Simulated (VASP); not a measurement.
# TaHg2P3 (P6/mmm) in VASP: a series of runs

Runs on TaHg2P3. Level: PBE. Tasks: single point, relaxation of cell and atoms.

Program: VASP 6.6.1. These are calculated values, not measurements. Logs are shortened: lines on timing, memory, paths and dates and some standing lists are left out, and cuts for length are marked.

### 1 The cell of the first run

The structure is hexagonal, space group P6/mmm (No. 191). Conventional cell: a = 4.947 Å, b = 4.947 Å, c = 5.808 Å, α = 90.00°, β = 90.00°, γ = 120.00°. Within 3.9 Å of Ta (site symmetry 6/mmm) lie 6 Hg at 2.86 Å and 12 P at 3.81 Å. Within 3.8 Å of Hg (site symmetry -6m2) lie 3 Hg at 2.86 Å and 3 Ta at 2.86 Å and 6 P at 3.24 Å. P (site symmetry mmm) has 4 P at 2.47 Å and 4 Hg at 3.24 Å within 3.3 Å.

The cell was generated, and may not be a known phase.

### 2 Single point, PBE

INCAR reads:

```
ALGO     = Normal         # electronic algorithm
EDIFF    = 1E-7           # SCF threshold, eV
ENCUT    = 520            # plane-wave cutoff, eV
GGA      = PE             # functional
ISIF     = 2              # what is computed and relaxed
ISMEAR   = 0              # smearing method
LASPH    = True           # aspherical terms in the spheres
LCHARG   = True           # write CHGCAR
LELF     = True           # ELF
LREAL    = False          # projectors in reciprocal space
LVHAR    = True         
LWAVE    = False          # write WAVECAR
NBANDS   = 34             # bands
NELM     = 100            # most SCF steps
PREC     = Accurate       # precision mode
SIGMA    = 0.1            # smearing width, eV
```

KPOINTS reads:

```
k-points
0
Gamma
  6 6 10
```

POSCAR reads:

```
TaHg2P3
1.0
    4.9474983170      0.0000000000      0.0000000000
   -2.4737491585      4.2846592277      0.0000000000
    0.0000000000      0.0000000000      5.8082083996
Ta Hg P
1 2 3
Direct
    0.0000000000      0.0000000000      0.0000000000
    0.3333333333      0.6666666667      0.0000000000
    0.6666666667      0.3333333333      0.0000000000
    0.5000000000      0.0000000000      0.5000000000
    0.5000000000      0.5000000000      0.5000000000
    0.0000000000      0.5000000000      0.5000000000
```

Potentials or basis: VASP PAW PBE potentials, release 64 (Ta_pv, Hg, P).

Launch:

```sh
$ cat potpaw_PBE.64/Ta_pv/POTCAR potpaw_PBE.64/Hg/POTCAR potpaw_PBE.64/P/POTCAR > POTCAR
$ mpirun -np 1 vasp_std > vasp.out
```

OUTCAR:

```text
EDIFF = 1E-7
   ENCUT = 520
   GGA = PE
   ISIF = 2
   ISMEAR = 0
   LASPH = True
   LREAL = False
   NELM = 100
   PREC = Accurate

 ion  position               nearest neighbor table
   1  0.000  0.000  0.000-   2 2.86   3 2.86   2 2.86   3 2.86   3 2.86   2 2.86
   2  0.333  0.667  0.000-   3 2.86   1 2.86   3 2.86   1 2.86   1 2.86   3 2.86   4 3.24   4 3.24
                             6 3.24   6 3.24   5 3.24   5 3.24
   3  0.667  0.333  0.000-   2 2.86   1 2.86   2 2.86   1 2.86   1 2.86   2 2.86   4 3.24   4 3.24
                             6 3.24   6 3.24   5 3.24   5 3.24
   4  0.500  0.000  0.500-   5 2.47   6 2.47   5 2.47   6 2.47   2 3.24   3 3.24   2 3.24   3 3.24

   5  0.500  0.500  0.500-   4 2.47   4 2.47   6 2.47   6 2.47   2 3.24   3 3.24   2 3.24   3 3.24

   6  0.000  0.500  0.500-   4 2.47   4 2.47   5 2.47   5 2.47   2 3.24   3 3.24   2 3.24   3 3.24

  LATTYP: Found a hexagonal cell.
 ALAT       =     4.9474983170
 C/A-ratio  =     1.1739687469

  Lattice vectors:

 A1 = (   4.9474983170,   0.0000000000,   0.0000000000)
 A2 = (  -2.4737491585,   4.2846592277,   0.0000000000)
 A3 = (   0.0000000000,   0.0000000000,   5.8082083996)

Analysis of symmetry for initial positions (statically):
=====================================================================
 Subroutine PRICEL returns:
 Original cell was already a primitive cell.

 Routine SETGRP: Setting up the symmetry group for a
 hexagonal supercell.

 Subroutine GETGRP returns: Found 24 space group operations
 (whereof 24 operations were pure point group operations)
 out of a pool of 24 trial point group operations.

The static configuration has the point symmetry D_6h.

Analysis of symmetry for dynamics (positions and initial velocities):
=====================================================================
 Subroutine PRICEL returns:
 Original cell was already a primitive cell.

 Routine SETGRP: Setting up the symmetry group for a
 hexagonal supercell.

 Subroutine GETGRP returns: Found 24 space group operations
 (whereof 24 operations were pure point group operations)
 out of a pool of 24 trial point group operations.

The dynamic configuration has the point symmetry D_6h.

 Subroutine INISYM returns: Found 24 space group operations
 (whereof 24 operations are pure point group operations),
 and found     1 'primitive' translations

----------------------------------------------------------------------------------------

                                     Primitive cell

  volume of cell :     123.1244

  direct lattice vectors                    reciprocal lattice vectors
     4.947498317  0.000000000  0.000000000     0.202122353  0.116695395  0.000000000
    -2.473749158  4.284659228  0.000000000     0.000000000  0.233390790  0.000000000
     0.000000000  0.000000000  5.808208400     0.000000000  0.000000000  0.172170131

  length of vectors
     4.947498317  4.947498317  5.808208400     0.233390790  0.233390790  0.172170131

  position of ions in fractional coordinates (direct lattice)
     0.000000000  0.000000000  0.000000000
     0.333333333  0.666666667  0.000000000
     0.666666667  0.333333333  0.000000000
     0.500000000  0.000000000  0.500000000
     0.500000000  0.500000000  0.500000000
     0.000000000  0.500000000  0.500000000

  ion indices of the primitive-cell ions
   primitive index   ion index
                 1           1
                 2           2
                 3           3
                 4           4
                 5           5
                 6           6

----------------------------------------------------------------------------------------

 KPOINTS: k-points

Automatic generation of k-mesh.
 Grid dimensions read from file:
 generate k-points for:    6    6   10

 Generating k-lattice:

  Cartesian coordinates                     Fractional coordinates (reciprocal lattice)
     0.033687059  0.019449232  0.000000000     0.166666667  0.000000000  0.000000000
     0.000000000  0.038898465  0.000000000     0.000000000  0.166666667  0.000000000
     0.000000000  0.000000000  0.017217013     0.000000000  0.000000000  0.100000000

  Length of vectors
     0.038898465  0.038898465  0.017217013

  Shift w.r.t. Gamma in fractional coordinates (k-lattice)
     0.000000000  0.000000000  0.000000000

 Subroutine IBZKPT returns following result:
 ===========================================

 Found     42 irreducible k-points:

 Following reciprocal coordinates:
            Coordinates               Weight
  0.000000  0.000000  0.000000      1.000000
  0.166667  0.000000  0.000000      6.000000
  0.333333 -0.000000  0.000000      6.000000
  0.500000  0.000000  0.000000      3.000000
  0.166667  0.166667  0.000000      6.000000
  0.333333  0.166667  0.000000     12.000000
[... 16 lines left out ...]
  0.166667  0.000000  0.300000     12.000000
  0.333333 -0.000000  0.300000     12.000000
 [... further k-points ...]
   k-points           NKPTS =     42   k-points in BZ     NKDIM =     42   number of bands    NBANDS=     34
   number of dos      NEDOS =    301   number of ions     NIONS =      6
   total plane-waves  NPLWV =  76800
   dimension x,y,z NGX =    40 NGY =   40 NGZ =   48
   dimension x,y,z NGXF=    80 NGYF=   80 NGZF=   96
   ions per type =               1   2   3
   NGX,Y,Z   is equivalent  to a cutoff of  13.44, 13.44, 13.74 a.u.
   NGXF,Y,Z  is equivalent  to a cutoff of  26.88, 26.88, 27.48 a.u.
 SYSTEM =  unknown system
   PREC   = accura    normal or accurate (medium, high low for compatibility)
   ISTART =      0    job   : 0-new  1-cont  2-samecut
   ICHARG =      2    charge: 1-file 2-atom 10-const
   ISPIN  =      1    spin polarized calculation?
   LNONCOLLINEAR =      F non collinear calculations
   LSORBIT =      F    spin-orbit coupling
   LASPH  =      T    aspherical Exc in radial PAW
   ENCUT  =  520.0 eV  38.22 Ry    6.18 a.u.   9.20  9.20 10.80*2*pi/ulx,y,z
   NELM   =    100;   NELMIN=  2; NELMDL= -5     # of ELM steps
   EDIFF  = 0.1E-06   stopping-criterion for ELM
   LREAL  =      F    real-space projection
   EDIFFG = 0.1E-05   stopping-criterion for IOM
   NSW    =      0    number of steps for IOM
   IBRION =     -1    ionic relax: 0-MD 1-quasi-New 2-CG
   NFREE  =      0    steps in history (QN), initial steepest desc. (CG)
   ISIF   =      2    stress and relaxation
   ISYM   =      2    0-nonsym 1-usesym 2-fastsym
   POTIM  = 0.5000    time-step for ionic-motion
   TEBEG  =    0.0;   TEEND  =   0.0 temperature during run
   PSTRESS=    0.0 pullay stress
   NELECT =      50.0000    total number of electrons
   NUPDOWN=      -1.0000    fix difference up-down
   EMIN   =  10.00;   EMAX   =-10.00  energy-range for DOS
   EFERMI =   0.00;   METHOD = LEGACY
   ISMEAR =     0;   SIGMA  =   0.10  broadening in eV -4-tet -1-fermi 0-gaus
   EFERMI_NEDOS =   21; number of points for ismear=-14 and -15
   IALGO  =     38    algorithm
   IMIX   =      4    mixing-type and parameters
     AMIX     =   0.40;   BMIX     =  1.00
     AMIX_MAG =   1.60;   BMIX_MAG =  1.00
  volume/ion in A,a.u.               =      20.52       138.48
  Fermi-wavevector in a.u.,A,eV,Ry     =   1.212319  2.290950 19.996707  1.469717
  Thomas-Fermi vector in A             =   2.347806
   LORBIT       =      0    0 simple, 1 ext, 2 COOP (PROOUT), +10 PAW based schemes
   GGA     = PE    functional components
   LHFCALC =     F    Hartree Fock is set to
   AEXX    =    0.0000 exact exchange contribution
   IVDW    =     0    specifies the selected vdW correction
   LEPSILON=     F    determine dielectric tensor
   LRPA    =     F    only Hartree local field effects (RPA)
 non-spin polarized calculation
 Gauss-broadening in eV      SIGMA  =   0.10
  energy-cutoff  :      520.00
  volume of cell :      123.12
 maximum number of plane-waves:      3339
 NGX is ok and might be reduce to    40
   NGX = 19   NGY = 19   NGZ = 21

 number of electron      50.0000007 magnetization

 Free energy of the ion-electron system (eV)
  ---------------------------------------------------
  ext. energy  EPLUGINS =         0.00000000
  ---------------------------------------------------
  free energy    TOTEN  =       -21.93640149 eV

  energy without entropy =      -21.90159097  energy(sigma->0) =      -21.91899623

 E-fermi :   5.2395     XC(G=0): -10.7420

 val. band max:        5.2287536358   @ k =   0.5000   0.0000   0.1000
 cond. band min:       5.2400647167   @ k =   0.0000   0.0000   0.3000
 fundamental gap:      0.0113110809
 Fermi energy:         5.2394616868

 k-point     1 :       0.0000    0.0000    0.0000
  band No.  band energies     occupation
      1     -30.4710      2.00000
      2     -30.4710      2.00000
      3     -30.4011      2.00000
      4      -8.7679      2.00000
      5      -4.3348      2.00000
      6      -3.0356      2.00000
[... 26 lines left out ...]
     33      10.3201      0.00000
     34      10.3201      0.00000

 k-point     2 :       0.1667    0.0000    0.0000
  band No.  band energies     occupation
      1     -30.4718      2.00000
      2     -30.4707      2.00000
      3     -30.4011      2.00000
      4      -8.5896      2.00000
      5      -4.1782      2.00000
      6      -4.0803      2.00000
[... 26 lines left out ...]
     33       9.4558      0.00000
     34       9.9110      0.00000

 k-point     3 :       0.3333   -0.0000    0.0000
  band No.  band energies     occupation
      1     -30.4735      2.00000
      2     -30.4701      2.00000
      3     -30.4011      2.00000
      4      -8.0896      2.00000
      5      -5.5904      2.00000
      6      -3.7396      2.00000
[... 26 lines left out ...]
     33       8.8501      0.00000
     34       8.9047      0.00000

 k-point     4 :       0.5000    0.0000    0.0000
  band No.  band energies     occupation
      1     -30.4743      2.00000
      2     -30.4698      2.00000
      3     -30.4011      2.00000
      4      -7.6164      2.00000
      5      -6.3804      2.00000
      6      -3.9441      2.00000
[... 26 lines left out ...]
     33       8.4314      0.00000
     34       9.4424      0.00000

 k-point     5 :       0.1667    0.1667    0.0000
  band No.  band energies     occupation
      1     -30.4728      2.00000
      2     -30.4705      2.00000
      3     -30.4011      2.00000
      4      -8.2457      2.00000
      5      -5.2177      2.00000
      6      -3.7218      2.00000
[... 621 lines left out ...]
 k-point    22 :       0.0000    0.0000    0.3000
  band No.  band energies     occupation
      1     -30.4710      2.00000
      2     -30.4710      2.00000
      3     -30.4011      2.00000
      4      -8.6759      2.00000
      5      -4.4636      2.00000
      6      -3.1791      2.00000
[... 26 lines left out ...]
     33       9.2276      0.00000
     34      10.1791      0.00000

 k-point    23 :       0.1667    0.0000    0.3000
  band No.  band energies     occupation
      1     -30.4718      2.00000
      2     -30.4707      2.00000
      3     -30.4011      2.00000
      4      -8.5014      2.00000
      5      -4.1913      2.00000
      6      -4.1562      2.00000
[... 26 lines left out ...]
     33       8.8414      0.00000
     34       9.9191      0.00000

 k-point    24 :       0.3333   -0.0000    0.3000
  band No.  band energies     occupation
      1     -30.4735      2.00000
      2     -30.4701      2.00000
      3     -30.4012      2.00000
      4      -8.0114      2.00000
      5      -5.5357      2.00000
      6      -3.7485      2.00000
[... 26 lines left out ...]
     33       8.4008      0.00000
     34       9.1161      0.00000

 [... further k-points ...]

------------------------ aborting loop because EDIFF is reached ----------------------------------------

  FORCE on cell =-STRESS in cart. coord.  units (eV):
  Direction    XX          YY          ZZ          XY          YZ          ZX
  --------------------------------------------------------------------------------------
  -------------------------------------------------------------------------------------
  Total        0.2823103      0.2823103      0.1100959      0.0000000     -0.0000000      0.0000000
  in kB        3.6736106      3.6736106      1.4326419      0.0000000     -0.0000000      0.0000000
  external PRESSURE =       2.9266210 kB  Pullay stress =       0.0000000 kB

 VOLUME and BASIS-vectors are now :
 -----------------------------------------------------------------------------
  energy-cutoff  :      520.00
  volume of cell :      123.12
      direct lattice vectors                 reciprocal lattice vectors
     4.947498317  0.000000000  0.000000000     0.202122353  0.116695395  0.000000000
    -2.473749158  4.284659228  0.000000000     0.000000000  0.233390790  0.000000000
     0.000000000  0.000000000  5.808208400     0.000000000  0.000000000  0.172170131

 POSITION                                       TOTAL-FORCE (eV/Angst)
 -----------------------------------------------------------------------------------
      0.00000      0.00000      0.00000        -0.000000      0.000000      0.000000
     -0.00000      2.85644      0.00000         0.000000      0.000000     -0.000000
      2.47375      1.42822      0.00000         0.000000      0.000000      0.000000
      2.47375      0.00000      2.90410        -0.000000      0.000000      0.000000
      1.23687      2.14233      2.90410        -0.000000      0.000000      0.000000
     -1.23687      2.14233      2.90410        -0.000000      0.000000      0.000000
 -----------------------------------------------------------------------------------
    total drift:                                0.000000     -0.000000      0.000000

  FREE ENERGIE OF THE ION-ELECTRON SYSTEM (eV)
  ---------------------------------------------------
  free  energy   TOTEN  =       -21.9364014905 eV

  energy  without entropy=      -21.9015909666  energy(sigma->0) =      -21.91899623
```

It took 1.7 min on 1 thread of AMD EPYC 9R45 (Zen 5), shared host; peak memory 0.33 GiB.

Results:

```yaml
Free_energy: -21.9364 eV
Pressure: 0.3 GPa
Band_gap_on_the_k_mesh: zero (bands 25 and 26 overlap by 0.69 eV)
```

Caveat: spin-orbit coupling is left out, which moves the levels of the heavy elements.

### 3 Relaxation of cell and atoms, PBE

This run uses another cell than the first one, of 21.37 Å³/atom.

INCAR reads:

```
SYSTEM = TaHg2P3
  PREC = Accurate
  ENCUT = 600
  EDIFF = 1E-6
  ISMEAR = 0
  SIGMA = 0.1
  LREAL = .FALSE.
  LASPH = .TRUE.
  NELM = 60
  ALGO = Normal
  ISIF = 3
  LWAVE = .FALSE.
  LCHARG = .FALSE.
  GGA = PE
  IBRION = 2
  NSW = 100
  EDIFFG = -0.01
```

KPOINTS reads:

```
Automatic mesh
0
G
  6 6 10
  0 0 0
```

POSCAR reads:

```
TaHg2P3
1.0
    6.4506323400      0.0000000000      0.0000000000
   -3.2253161700      5.5864114800      0.0000000000
    0.0000000000      0.0000000000      3.5578291600
Ta Hg P
1 2 3
Direct
    0.0000000000      0.0000000000      0.0000000000
    0.3333333300      0.6666666700      0.0000000000
    0.6666666700      0.3333333300      0.0000000000
    0.5000000000      0.0000000000      0.5000000000
    0.5000000000      0.5000000000      0.5000000000
    0.0000000000      0.5000000000      0.5000000000
```

Potentials or basis: VASP PAW PBE potentials, release 64 (Ta_pv, Hg, P).

Launch:

```sh
$ cat potpaw_PBE.64/Ta_pv/POTCAR potpaw_PBE.64/Hg/POTCAR potpaw_PBE.64/P/POTCAR > POTCAR
$ mpirun -np 1 vasp_std > vasp.out
```

It took 38 min on 1 thread of AMD EPYC 9R45 (Zen 5), shared host; peak memory 0.4 GiB.

The run converged. Its results:

| Property | Result |
| --- | --- |
| Free energy | -21.8909 eV |
| Relaxed volume | 20.44 Å³/atom |
| Relaxed cell | a = 4.971 Å, b = 4.971 Å, c = 5.729 Å, α = 90.00°, β = 90.00°, γ = 120.00° |
| Space group after relaxing (to 0.1 Å) | P6/mmm (No. 191) |
| Energy gained by relaxing | 427.6 meV/atom |
| Ionic steps | 28 |
| Pressure after relaxing | 0.0 GPa |
| Band gap on the k mesh | zero (bands 25 and 26 overlap by 0.75 eV) |

Step by step:
```
step  energy change (eV)  largest force (eV/Å)  pressure (GPa)  volume (Å³)
   1              0.0000                0.0000            1.94       128.21
   2             -0.1793                0.0000           -2.13       132.94
   3             -0.1958                0.0000           -3.21       134.49
   4             -0.3821                0.0000           -2.08       130.28
   5             -0.6886                0.0000            2.78       119.22
   6             -0.2194                0.0000           31.49        95.42
   7             -0.8080                0.0000            7.16       112.93
   8             -0.8257                0.0000           15.64       104.26
   9             -0.7078                0.0000           20.48       101.00
  10             -0.7865                0.0000           17.60       102.84
  11             -0.8054                0.0000           17.90       102.60
  12             -0.8574                0.0000           18.93       101.89
  13             -0.9310                0.0000           21.37       100.40
  14             -0.7917                0.0000           28.17        97.15
  15             -0.9388                0.0000           23.24        99.40
  16             -1.0427                0.0000           22.48        99.84
  17             -1.3224                0.0000           20.33       101.15
  18             -1.7375                0.0000           16.64       103.70
  19             -2.1409                0.0000           11.94       108.52
  20             -2.1530                0.0000            9.36       117.05
  21             -2.2250                0.0000            9.64       114.50
  22             -2.4047                0.0000            6.24       116.95
  23             -2.5612                0.0000            0.84       121.85
  24             -2.5653                0.0000            0.04       122.73
  25             -2.5654                0.0000           -0.11       122.90
  26             -2.5654                0.0000           -0.10       122.87
  27             -2.5655                0.0000           -0.08       122.79
  28             -2.5657                0.0000           -0.03       122.62
```

Final structure:
```yaml
crystal:
  lattice:
    - [4.97118, 0.00000, 0.00000]
    - [-2.48559, 4.30517, 0.00000]
    - [0.00000, 0.00000, 5.72950]
  atoms:
    - { symbol: Ta, position: [0.00000, 0.00000, 0.00000] }
    - { symbol: Hg, position: [0.33333, 0.66667, 0.00000] }
    - { symbol: Hg, position: [0.66667, 0.33333, 0.00000] }
    - { symbol: P, position: [0.50000, 0.00000, 0.50000] }
    - { symbol: P, position: [0.50000, 0.50000, 0.50000] }
    - { symbol: P, position: [0.00000, 0.50000, 0.50000] }
```

Levels at points of the mesh, in eV from the Fermi level:
```
           k point  band 23  band 24  band 25  band 26  band 27  band 28
(0.00, 0.00, 0.00)    -1.97    -0.47     0.04     0.04     0.62     0.62
(0.50, 0.00, 0.00)    -0.44    -0.35    -0.30    -0.05     0.01     0.34
(0.00, 0.00, 0.50)    -1.63    -0.32     0.39     0.57     0.57     0.83
(0.50, 0.00, 0.50)    -0.32    -0.32    -0.27    -0.17    -0.06     0.38
```

Caveat: a cell axis changed by over 15 % at a fixed basis, so the end point is rough; spin-orbit coupling is left out, which moves the levels of the heavy elements.
